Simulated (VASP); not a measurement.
Runs of VASP 6.6.1 on Ga2As3. The structure is that of space group Pm-3m (No. 221), or close to it. The cells are those of the table. 

```csv
task,cell,k mesh,cutoff (eV),gap on the mesh (eV),pressure (GPa),relaxed volume (Å³/atom)
single point,"a = 4.897 Å, 5 atoms",4 × 4 × 4,520,none,1.9,-
single point,"a = 4.960 Å, 5 atoms",4 × 4 × 4,520,none,0.1,-
relaxation of cell and atoms,"relaxed from a = 4.897 Å, 5 atoms",4 × 4 × 4,600,none,0.1,(a)
single point,"a = 4.976 Å, 5 atoms",8 × 8 × 8,520,none,0.1,-
relaxation of cell and atoms,"relaxed from a = 4.960 Å, 5 atoms",8 × 8 × 8,600,none,0.0,24.69
```

Alike in all rows: level PBE; potentials or basis VASP PAW PBE potentials, release 64 (Ga_d, As); no spin polarisation; smearing gaussian 0.1 eV.

Task: Estimate the missing entries.

Result: (a) 24.42.

A k mesh can miss the band edges, and the runs leave out spin-orbit coupling on As, Ga.

A gap of «none» marks levels without a gap at the run's occupations.
